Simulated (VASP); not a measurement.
# Cd (C2/c) in VASP: notebook

The runs below take Cd through single point, with BLYP.

Program: VASP 6.6.1. These are calculated values, not measurements. Logs are shortened: lines on timing, memory, paths and dates and some standing lists are left out, and cuts for length are marked.

## Step 1: The cell of the first run

The structure is monoclinic, space group C2/c (No. 15). The conventional cell has a = 3.212 Å, b = 8.911 Å, c = 4.467 Å, α = 90.00°, β = 105.84°, γ = 90.00°. Within 4.2 Å of Cd (site symmetry 2) lie 10 Cd at 3.20 to 4.08 Å.

## Step 2: Single point, BLYP (30.75 Å³/atom)

File INCAR:

```
SYSTEM = Cd
PREC = Accurate ; ENCUT = 520
EDIFF = 1E-6 ; ISMEAR = -1
SIGMA = 0.1 ; LREAL = .FALSE.
LASPH = .TRUE. ; NELM = 100
ALGO = Normal ; ISIF = 2
LWAVE = .FALSE. ; LCHARG = .TRUE.
GGA = B5 ; ALDAX = 1.0
AGGAX = 1.0 ; AGGAC = 1.0
ALDAC = 0.0 ; LELF = .TRUE.
LVHAR = .TRUE. ; NBANDS = 19
```

File KPOINTS:

```
Automatic mesh
0
G
  13 13 9
  0 0 0
```

File POSCAR:

```
Cd
1.0
   -3.2025033048      3.0988325535      1.6043747541
    3.0988325535     -3.2025033048      1.6043747541
    3.1000073638      3.1000073638     -1.7942479250
Cd
2
Direct
    0.9967861260      0.0032138740      1.0000000000
    0.7532138740      0.2467861260      0.5000000000
```

Potentials or basis: VASP PAW PBE potentials, release 64 (Cd).

Command:

```bash
cat potpaw_PBE.64/Cd/POTCAR > POTCAR
mpirun -np 1 vasp_std > vasp.out
```

OUTCAR:

```text
SYSTEM = Cd
   PREC = Accurate
   ENCUT = 520
   EDIFF = 1E-6
   ISMEAR = -1
   LREAL = .FALSE.
   LASPH = .TRUE.
   NELM = 100
   ISIF = 2
   GGA = B5

 ion  position               nearest neighbor table
   1  0.997  0.003  0.000-   2 3.20   2 3.20   2 3.21   2 3.21   2 3.77   2 3.77
   2  0.753  0.247  0.500-   1 3.20   1 3.20   1 3.21   1 3.21   1 3.77   1 3.77

  Warning from LATTYP: Got some problem with cell dimensions!
  Tried to take original basis but could not verify dimensions!
  LATTYP: Found a base centered monoclinic cell.
 ALAT       =     3.2120972363
 B/A-ratio  =     2.7743352633
 C/A-ratio  =     1.3907774782
 COS(beta)  =    -0.2730082670

  Lattice vectors:

 A1 = (   3.2025033048,  -3.0988325535,  -1.6043747541)
 A2 = (  -3.0988325535,   3.2025033048,  -1.6043747541)
 A3 = (   2.9963366125,   2.9963366125,   1.4145015832)

Analysis of symmetry for initial positions (statically):
=====================================================================
 Subroutine PRICEL returns:
 Original cell was already a primitive cell.

 Routine SETGRP: Setting up the symmetry group for a
 base centered monoclinic supercell.

 Subroutine GETGRP returns: Found  4 space group operations
 (whereof  2 operations were pure point group operations)
 out of a pool of  4 trial point group operations.

The static configuration has the point symmetry C_2 .
 The point group associated with its full space group is C_2h.

Analysis of symmetry for dynamics (positions and initial velocities):
=====================================================================
 Subroutine PRICEL returns:
 Original cell was already a primitive cell.

 Routine SETGRP: Setting up the symmetry group for a
 base centered monoclinic supercell.

 Subroutine GETGRP returns: Found  4 space group operations
 (whereof  2 operations were pure point group operations)
 out of a pool of  4 trial point group operations.

The dynamic configuration has the point symmetry C_2 .
 The point group associated with its full space group is C_2h.

 Subroutine INISYM returns: Found  4 space group operations
 (whereof  2 operations are pure point group operations),
 and found     1 'primitive' translations

----------------------------------------------------------------------------------------

                                     Primitive cell

  volume of cell :      61.5082
[... 84 lines left out ...]
   LNONCOLLINEAR =      F non collinear calculations
   LSORBIT =      F    spin-orbit coupling
   LASPH  =      T    aspherical Exc in radial PAW
   ENCUT  =  520.0 eV  38.22 Ry    6.18 a.u.   8.81  8.81  8.81*2*pi/ulx,y,z
   NELM   =    100;   NELMIN=  2; NELMDL= -5     # of ELM steps
   EDIFF  = 0.1E-05   stopping-criterion for ELM
   LREAL  =      F    real-space projection
   EDIFFG = 0.1E-04   stopping-criterion for IOM
   NSW    =      0    number of steps for IOM
   IBRION =     -1    ionic relax: 0-MD 1-quasi-New 2-CG
   NFREE  =      0    steps in history (QN), initial steepest desc. (CG)
   ISIF   =      2    stress and relaxation
   ISYM   =      2    0-nonsym 1-usesym 2-fastsym
   POTIM  = 0.5000    time-step for ionic-motion
   TEBEG  =    0.0;   TEEND  =   0.0 temperature during run
   PSTRESS=    0.0 pullay stress
   NELECT =      24.0000    total number of electrons
   NUPDOWN=      -1.0000    fix difference up-down
   EMIN   =  10.00;   EMAX   =-10.00  energy-range for DOS
   EFERMI =   0.00;   METHOD = LEGACY
   ISMEAR =    -1;   SIGMA  =   0.10  broadening in eV -4-tet -1-fermi 0-gaus
   EFERMI_NEDOS =   21; number of points for ismear=-14 and -15
   IALGO  =     38    algorithm
   IMIX   =      4    mixing-type and parameters
     AMIX     =   0.40;   BMIX     =  1.00
     AMIX_MAG =   1.60;   BMIX_MAG =  1.00
  volume/ion in A,a.u.               =      30.75       207.54
  Fermi-wavevector in a.u.,A,eV,Ry     =   1.196284  2.260649 19.471231  1.431095
  Thomas-Fermi vector in A             =   2.332228
   LORBIT       =      0    0 simple, 1 ext, 2 COOP (PROOUT), +10 PAW based schemes
   GGA     = B5    functional components
   LHFCALC =     F    Hartree Fock is set to
   AEXX    =    0.0000 exact exchange contribution
   IVDW    =     0    specifies the selected vdW correction
   LEPSILON=     F    determine dielectric tensor
   LRPA    =     F    only Hartree local field effects (RPA)
 non-spin polarized calculation
  energy-cutoff  :      520.00
  volume of cell :       61.51
 maximum number of plane-waves:      1674
   NGX = 17   NGY = 17   NGZ = 17

 number of electron      23.9999994 magnetization

 Free energy of the ion-electron system (eV)
  ---------------------------------------------------
  ext. energy  EPLUGINS =         0.00000000
  ---------------------------------------------------
  free energy    TOTEN  =        -0.30542654 eV

  energy without entropy =       -0.28142033  energy(sigma->0) =       -0.29342343

 E-fermi :   1.2184     XC(G=0):  -8.6726

 val. band max:        1.2103154851   @ k =  -0.3077  -0.4615   0.2222
 cond. band min:       1.2205432925   @ k =  -0.1538  -0.3077   0.4444
 fundamental gap:      0.0102278074
 Fermi energy:         1.2183528540

 k-point     1 :       0.0000    0.0000    0.0000
  band No.  band energies     occupation
      1      -7.7652      2.00000
      2      -7.6628      2.00000
      3      -7.6509      2.00000
      4      -7.6434      2.00000
      5      -7.1118      2.00000
      6      -7.1094      2.00000
[... 505 lines left out ...]
      6      -7.2627      2.00000
[... 11 lines left out ...]
     18      10.1991      0.00000
     19      11.6540      0.00000

 [... further k-points ...]

------------------------ aborting loop because EDIFF is reached ----------------------------------------

  FORCE on cell =-STRESS in cart. coord.  units (eV):
  Direction    XX          YY          ZZ          XY          YZ          ZX
  --------------------------------------------------------------------------------------
  -------------------------------------------------------------------------------------
  Total       -0.1417428     -0.1417428     -0.2247854      0.0093027      0.0164088      0.0164088
  in kB       -3.6921446     -3.6921446     -5.8552526      0.2423189      0.4274191      0.4274187
  external PRESSURE =      -4.4131806 kB  Pullay stress =       0.0000000 kB

 VOLUME and BASIS-vectors are now :
 -----------------------------------------------------------------------------
  energy-cutoff  :      520.00
  volume of cell :       61.51
      direct lattice vectors                 reciprocal lattice vectors
    -3.202503305  3.098832553  1.604374754     0.012559486  0.171255995  0.317586738
     3.098832553 -3.202503305  1.604374754     0.171255995  0.012559486  0.317586738
     3.100007364  3.100007364 -1.794247925     0.164363527  0.164363527  0.010620767

 POSITION                                       TOTAL-FORCE (eV/Angst)
 -----------------------------------------------------------------------------------
     -3.18225      3.07858      1.60437         0.000685     -0.000685     -0.000000
     -0.09742      3.09375      0.70725        -0.000685      0.000685      0.000000
 -----------------------------------------------------------------------------------
    total drift:                                0.000000     -0.000000      0.000000

  FREE ENERGIE OF THE ION-ELECTRON SYSTEM (eV)
  ---------------------------------------------------
  free  energy   TOTEN  =        -0.3054265362 eV

  energy  without entropy=       -0.2814203280  energy(sigma->0) =       -0.29342343
```

OSZICAR:

```text
N       E                     dE             d eps       ncg     rms          rms(c)
DAV:   1     0.169579604010E+03    0.16958E+03   -0.12571E+04 15806   0.119E+03
DAV:   2     0.391622130165E+01   -0.16566E+03   -0.15946E+03 16351   0.314E+02
DAV:   3    -0.376844340682E+00   -0.42931E+01   -0.42855E+01 17940   0.569E+01
DAV:   4    -0.385810463911E+00   -0.89661E-02   -0.89655E-02 16631   0.258E+00
DAV:   5    -0.385853058162E+00   -0.42594E-04   -0.42594E-04 17046   0.158E-01    0.167E+00
DAV:   6    -0.309858686529E+00    0.75994E-01   -0.21590E-01 16981   0.468E+00    0.139E+00
DAV:   7    -0.305874729685E+00    0.39840E-02   -0.11566E-02 16662   0.801E-01    0.890E-01
DAV:   8    -0.305377683178E+00    0.49705E-03   -0.18894E-03 16573   0.388E-01    0.296E-02
DAV:   9    -0.305415003760E+00   -0.37321E-04   -0.41719E-05 17287   0.472E-02    0.218E-02
DAV:  10    -0.305426611927E+00   -0.11608E-04   -0.13964E-05 16378   0.299E-02    0.245E-03
DAV:  11    -0.305426536172E+00    0.75755E-07   -0.60262E-08  9011   0.220E-03
   1 F= -.30542654E+00 E0= -.29342343E+00  d E =-.240062E-01
```

stdout:

```text
POSCAR found type information on POSCAR Cd
 POSCAR found :  1 types and       2 ions
 scaLAPACK will be used
 -----------------------------------------------------------------------------
|                                                                             |
|                                                                             |
|     You enforced a specific xc type in the INCAR file but a different       |
|     I HOPE YOU KNOW WHAT YOU ARE DOING!                                     |
|                                                                             |
 -----------------------------------------------------------------------------

 LDA part: xc-table for (Slater(with rela. corr.)+VWN5), standard interpolation
 POSCAR, INCAR and KPOINTS ok, starting setup
 FFT: planning ... GRIDC
 FFT: planning ... GRID_SOFT
 FFT: planning ... GRID
 WAVECAR not read
 entering main loop
```

It took 3.4 min on 1 thread of Intel Xeon 6975P-C (Granite Rapids), shared host; peak memory 0.49 GiB.

What came out:

* Free energy: -0.3054 eV
* Pressure: -0.4 GPa
* Band gap on the k mesh: zero (bands 12 and 13 overlap by 3.60 eV)

Caveat: the PAW data sets were made with another functional, which shifts forces and pressure a little.

## Step 3: Single point, BLYP (31.94 Å³/atom)

This run uses another cell than the first one, of 31.94 Å³/atom.

File INCAR:

```
SYSTEM = Cd
  PREC = Accurate
  ENCUT = 520
  EDIFF = 1E-6
  ISMEAR = -1
  SIGMA = 0.1
  LREAL = .False.
  LASPH = .True.
  NELM = 100
  ALGO = Normal
  ISIF = 2
  LWAVE = .False.
  LCHARG = .False.
  GGA = B5
  ALDAX = 1.0
  AGGAX = 1.0
  AGGAC = 1.0
  ALDAC = 0.0
  NBANDS = 19
```

File KPOINTS:

```
regular mesh
0
Gamma
  13 13 9
  0 0 0
```

File POSCAR:

```
Cd
1.0
   -3.2430456253      3.1380624466      1.6246854514
    3.1380624466     -3.2430456253      1.6246854514
    3.1392521295      3.1392521295     -1.8169623353
Cd
2
Direct
    0.9967861260      0.0032138740      1.0000000000
    0.7532138740      0.2467861260      0.5000000000
```

Potentials or basis: VASP PAW PBE potentials, release 64 (Cd).

Command:

```bash
cat potpaw_PBE.64/Cd/POTCAR > POTCAR
mpirun -np 1 vasp_std > vasp.out
```

Wall time 3.4 min (1 thread of Intel Xeon 6975P-C (Granite Rapids), shared host); peak memory 0.51 GiB.

It converged, with:

- Free energy: -0.2959 eV
- Pressure: -0.9 GPa
- Band gap on the k mesh: zero (bands 12 and 13 overlap by 3.36 eV)

Stress tensor (GPa, compression positive):
```
-0.80  0.04  0.05
 0.04 -0.80  0.05
 0.05  0.05 -0.96
```

Levels at points of the mesh, in eV from the Fermi level:
```
           k point  band 10  band 11  band 12  band 13  band 14  band 15
(0.00, 0.00, 0.00)    -8.01    -6.48     0.88     1.21     1.68     5.84
```

Caveat: the PAW data sets were made with another functional, which shifts forces and pressure a little.
